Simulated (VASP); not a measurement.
# LiMo2O5 (P6/mmm) in VASP: further runs

Runs on LiMo2O5. Level: PBE. Tasks: single point.

Everything below comes from runs of VASP 6.6.1. Logs are shortened: lines on timing, memory, paths and dates and some standing lists are left out, and cuts for length are marked.

### Step 1. The cell of the first run

Symmetry: P6/mmm, No. 191, hexagonal system. Conventional cell: a = 6.555 Å, b = 6.555 Å, c = 3.829 Å, α = 90.00°, β = 90.00°, γ = 120.00°. Li (site symmetry 6/mmm) has 18 O at 3.28 to 4.24 Å and 6 Mo at 3.78 Å and 2 Li at 3.83 Å within 4.3 Å. Mo (site symmetry -6m2) has 5 O at 1.89 to 1.91 Å within 2.5 Å. Within 2.5 Å of O (site symmetry -6m2) lie 2 Mo at 1.91 Å. O (site symmetry mmm) has 2 Mo at 1.89 Å within 2.5 Å.

The cell was built from a structure type or drawn by symmetry, and may not be a known phase.

### Step 2. Single point, PBE, collinear spin

The input, INCAR:

```
ALGO     = Normal         # electronic algorithm
EDIFF    = 1E-7           # SCF threshold, eV
ENCUT    = 520            # plane-wave cutoff, eV
GGA      = PE             # functional
ISIF     = 2              # what is computed and relaxed
ISMEAR   = 0              # smearing method
ISPIN    = 2              # spin polarisation
LASPH    = True           # aspherical terms in the spheres
LCHARG   = False          # write CHGCAR
LMAXMIX  = 4              # l up to which the mixer works
LORBIT   = 11             # projections on sites
LREAL    = False          # projectors in reciprocal space
LWAVE    = False          # write WAVECAR
MAGMOM   = 0 1 1 0 0 0 0 0 # initial moments
NBANDS   = 44             # bands
NELM     = 150            # most SCF steps
PREC     = Accurate       # precision mode
SIGMA    = 0.1            # smearing width, eV
```

The input, KPOINTS:

```
k-points
0
Gamma
  3 3 4
```

The input, POSCAR:

```
LiMo2O5
1.0
    6.5546190249      0.0000000000      0.0000000000
   -3.2773095125      5.6764665877      0.0000000000
    0.0000000000      0.0000000000      3.8288134357
Li Mo O
1 2 5
Direct
    0.0000000000      0.0000000000      0.5000000000
    0.3333333333      0.6666666667      0.5000000000
    0.6666666667      0.3333333333      0.5000000000
    0.3333333333      0.6666666667      0.0000000000
    0.0000000000      0.5000000000      0.5000000000
    0.5000000000      0.5000000000      0.5000000000
    0.5000000000      0.0000000000      0.5000000000
    0.6666666667      0.3333333333      0.0000000000
```

Potentials or basis: VASP PAW PBE potentials, release 64 (Li_sv, Mo_sv, O).

Command:

```
cat potpaw_PBE.64/Li_sv/POTCAR potpaw_PBE.64/Mo_sv/POTCAR potpaw_PBE.64/O/POTCAR > POTCAR
mpirun -np 1 vasp_std > vasp.out
```

OUTCAR:

```text
EDIFF = 1E-7
   ENCUT = 520
   GGA = PE
   ISIF = 2
   ISMEAR = 0
   ISPIN = 2
   LASPH = True
   LORBIT = 11
   LREAL = False
   NELM = 150
   PREC = Accurate

 ion  position               nearest neighbor table
   1  0.000  0.000  0.500-
   2  0.333  0.667  0.500-   5 1.89   7 1.89   6 1.89   4 1.91   4 1.91
   3  0.667  0.333  0.500-   5 1.89   7 1.89   6 1.89   8 1.91   8 1.91
   4  0.333  0.667  0.000-   2 1.91   2 1.91
   5  0.000  0.500  0.500-   2 1.89   3 1.89
   6  0.500  0.500  0.500-   2 1.89   3 1.89
   7  0.500  0.000  0.500-   2 1.89   3 1.89
   8  0.667  0.333  0.000-   3 1.91   3 1.91

  LATTYP: Found a hexagonal cell.
 ALAT       =     6.5546190249
 C/A-ratio  =     0.5841397374

  Lattice vectors:

 A1 = (   6.5546190249,   0.0000000000,   0.0000000000)
 A2 = (  -3.2773095125,   5.6764665877,   0.0000000000)
 A3 = (   0.0000000000,   0.0000000000,   3.8288134357)

Analysis of symmetry for initial positions (statically):
=====================================================================
 Subroutine PRICEL returns:
 Original cell was already a primitive cell.

 Routine SETGRP: Setting up the symmetry group for a
 hexagonal supercell.

 Subroutine GETGRP returns: Found 24 space group operations
 (whereof 24 operations were pure point group operations)
 out of a pool of 24 trial point group operations.

The static configuration has the point symmetry D_6h.

Analysis of symmetry for dynamics (positions and initial velocities):
=====================================================================
 Subroutine PRICEL returns:
 Original cell was already a primitive cell.

 Routine SETGRP: Setting up the symmetry group for a
 hexagonal supercell.

 Subroutine GETGRP returns: Found 24 space group operations
 (whereof 24 operations were pure point group operations)
 out of a pool of 24 trial point group operations.

The dynamic configuration has the point symmetry D_6h.

Analysis of structural, dynamic, and magnetic symmetry:
=====================================================================
 Subroutine PRICEL returns:
 Original cell was already a primitive cell.

[... 137 lines left out ...]
  volume of cell :      142.46
 maximum number of plane-waves:      3870
 NGX is ok and might be reduce to    50
   NGX = 25   NGY = 25   NGZ = 15

 number of electron      60.9999995 magnetization       0.9061489

 Free energy of the ion-electron system (eV)
  ---------------------------------------------------
  ext. energy  EPLUGINS =         0.00000000
  ---------------------------------------------------
  free energy    TOTEN  =       -60.72198635 eV

  energy without entropy =      -60.69408609  energy(sigma->0) =      -60.70803622

 E-fermi :   3.5025     XC(G=0):  -8.3483

 val. band max:        3.4369276977   @ k =   0.3333   0.0000   0.2500
 cond. band min:       3.5031885771   @ k =   0.0000   0.0000   0.2500
 fundamental gap:      0.0662608794
 Fermi energy:         3.5024788103

 spin component 1

 k-point     1 :       0.0000    0.0000    0.0000
  band No.  band energies     occupation
      1     -59.8626      1.00000
      2     -59.8587      1.00000
      3     -45.9516      1.00000
      4     -34.2047      1.00000
      5     -34.2047      1.00000
      6     -34.1083      1.00000
[... 394 lines left out ...]
     41       6.7955      0.00000
     42       9.2250      0.00000
 Fermi energy:         3.5024788103

 spin component 2

 k-point     1 :       0.0000    0.0000    0.0000
  band No.  band energies     occupation
      1     -59.6027      1.00000
      2     -59.5987      1.00000
      3     -45.9487      1.00000
      4     -33.9108      1.00000
      5     -33.9108      1.00000
      6     -33.8108      1.00000
[... 394 lines left out ...]
     41       6.8781      0.00000
     42       9.2663      0.00000
 [bands above 42 left out]

------------------------ aborting loop because EDIFF is reached ----------------------------------------

  FORCE on cell =-STRESS in cart. coord.  units (eV):
  Direction    XX          YY          ZZ          XY          YZ          ZX
  --------------------------------------------------------------------------------------
  -------------------------------------------------------------------------------------
  Total        0.2241681      0.2241681      0.3783116     -0.0000000     -0.0000000      0.0000000
  in kB        2.5211263      2.5211263      4.2547153     -0.0000000     -0.0000000      0.0000000
  external PRESSURE =       3.0989893 kB  Pullay stress =       0.0000000 kB

 VOLUME and BASIS-vectors are now :
 -----------------------------------------------------------------------------
  energy-cutoff  :      520.00
  volume of cell :      142.46
      direct lattice vectors                 reciprocal lattice vectors
     6.554619025  0.000000000  0.000000000     0.152564168  0.088082964  0.000000000
    -3.277309513  5.676466588  0.000000000     0.000000000  0.176165927  0.000000000
     0.000000000  0.000000000  3.828813436     0.000000000  0.000000000  0.261177521

 POSITION                                       TOTAL-FORCE (eV/Angst)
 -----------------------------------------------------------------------------------
      0.00000      0.00000      1.91441        -0.000000     -0.000000      0.000000
     -0.00000      3.78431      1.91441         0.000000     -0.000000      0.000000
      3.27731      1.89216      1.91441        -0.000000      0.000000     -0.000000
     -0.00000      3.78431      0.00000         0.000000     -0.000000      0.000000
     -1.63865      2.83823      1.91441        -0.000000     -0.000000      0.000000
      1.63865      2.83823      1.91441        -0.000000     -0.000000      0.000000
      3.27731      0.00000      1.91441        -0.000000     -0.000000      0.000000
      3.27731      1.89216      0.00000        -0.000000      0.000000     -0.000000
 -----------------------------------------------------------------------------------
    total drift:                                0.000000     -0.000000      0.000000

  FREE ENERGIE OF THE ION-ELECTRON SYSTEM (eV)
  ---------------------------------------------------
  free  energy   TOTEN  =       -60.7219863527 eV

  energy  without entropy=      -60.6940860858  energy(sigma->0) =      -60.70803622

 total charge

# of ion       s       p       d       tot
------------------------------------------
    1        2.013   0.005   0.000   2.018
    2        2.342   6.305   3.804  12.451
    3        2.342   6.305   3.804  12.451
    4        1.576   3.454   0.000   5.030
    5        1.575   3.456   0.000   5.031
    6        1.575   3.456   0.000   5.031
    7        1.575   3.456   0.000   5.031
    8        1.576   3.454   0.000   5.030
--------------------------------------------------
tot         14.574  29.891   7.608  52.073

 magnetization (x)

# of ion       s       p       d       tot
------------------------------------------
    1        0.001   0.000   0.000   0.001
    2        0.005   0.013   0.340   0.358
    3        0.005   0.013   0.340   0.358
    4        0.000   0.039   0.000   0.039
    5        0.001  -0.012   0.000  -0.011
    6        0.001  -0.012   0.000  -0.011
    7        0.001  -0.012   0.000  -0.011
    8        0.000   0.039   0.000   0.039
--------------------------------------------------
tot          0.015   0.067   0.680   0.761
```

stdout:

```text
POSCAR found type information on POSCAR LiMoO
 POSCAR found :  3 types and       8 ions
 scaLAPACK will be used
 LDA part: xc-table for (Slater+PW92), standard interpolation
 POSCAR, INCAR and KPOINTS ok, starting setup
 FFT: planning ... GRIDC
 FFT: planning ... GRID_SOFT
 FFT: planning ... GRID
 WAVECAR not read
 entering main loop
```

It took 1.7 min on 1 thread of Intel Xeon 8259CL, shared host; peak memory 0.31 GiB.

Results:

| Item | Value |
| --- | --- |
| Free energy | -60.7220 eV |
| Net moment | 0.91 μB per cell |
| Site moments | Li +0.00; Mo +0.36; O +0.04, -0.01 (each value once) μB |
| Valence electrons inside the program's atomic spheres | Li 2.02; Mo 12.45; O 5.03 |

Caveat: the k points lie up to 0.41 Å⁻¹ apart; the cutoff is under 1.25 times the usual one of these potentials, so pressure, stress and relaxed cells hold a basis-set (Pulay) error.

### Step 3. Single point, PBE, collinear spin

This run uses another cell than the first one, of 23.84 Å³/atom.

The input, INCAR:

```
ALGO = Normal
EDIFF = 1E-7
ENCUT = 520
GGA = PE
ISIF = 2
ISMEAR = 0
ISPIN = 2
LASPH = T
LCHARG = F
LMAXMIX = 4
LORBIT = 11
LREAL = F
LWAVE = F
MAGMOM = 0 1 1 0 0 0 0 0
NBANDS = 44
NELM = 150
PREC = Accurate
SIGMA = 0.1
```

KPOINTS is that of step 2.

The input, POSCAR:

```
LiMo2O5
1.0
    7.1523006200      0.0000000000      0.0000000000
   -3.5761503100      6.1940740300      0.0000000000
    0.0000000000      0.0000000000      4.3041487700
Li Mo O
1 2 5
Direct
    0.0000000000      0.0000000000      0.5000000000
    0.3333333300      0.6666666700      0.5000000000
    0.6666666700      0.3333333300      0.5000000000
    0.3333333300      0.6666666700      0.0000000000
    0.0000000000      0.5000000000      0.5000000000
    0.5000000000      0.5000000000      0.5000000000
    0.5000000000      0.0000000000      0.5000000000
    0.6666666700      0.3333333300      0.0000000000
```

Potentials or basis: VASP PAW PBE potentials, release 64 (Li_sv, Mo_sv, O).

Command:

```
cat potpaw_PBE.64/Li_sv/POTCAR potpaw_PBE.64/Mo_sv/POTCAR potpaw_PBE.64/O/POTCAR > POTCAR
mpirun -np 1 vasp_std > vasp.out
```

Run time: 2.6 min. Hardware: 1 thread of Intel Xeon 8259CL, shared host; peak memory 0.39 GiB.

Results (log left out):

```yaml
Free_energy: -56.9270 eV
Net_moment: 1.61 μB per cell
Site_moments: Li +0.00; Mo +0.71; O +0.03, -0.02 (each value once) μB
Valence_electrons_inside_the_program's_atomic_spheres: Li 1.99; Mo 11.86; O 4.86, 4.90 (each value once)
```

Levels at points of the mesh, in eV from the Fermi level:
Spin up:
| k point | band 29 | band 30 | band 31 | band 32 | band 33 | band 34 |
| --- | --- | --- | --- | --- | --- | --- |
| (0.00, 0.00, 0.00) | -2.08 | -1.32 | -1.32 | -0.80 | -0.80 | -0.28 |
| (0.00, 0.00, 0.50) | -1.71 | -0.86 | -0.86 | 0.65 | 0.65 | 0.98 |
Spin down:
| k point | band 27 | band 28 | band 29 | band 30 | band 31 | band 32 | band 33 | band 34 |
| --- | --- | --- | --- | --- | --- | --- | --- | --- |
| (0.00, 0.00, 0.00) | -2.30 | -2.01 | -2.01 | -0.72 | -0.72 | -0.20 | -0.18 | -0.18 |
| (0.00, 0.00, 0.50) | -3.29 | -1.67 | -1.67 | -0.22 | -0.22 | 1.09 | 1.09 | 1.12 |

Caveat: the k points lie up to 0.36 Å⁻¹ apart; the cutoff is under 1.25 times the usual one of these potentials, so pressure, stress and relaxed cells hold a basis-set (Pulay) error.
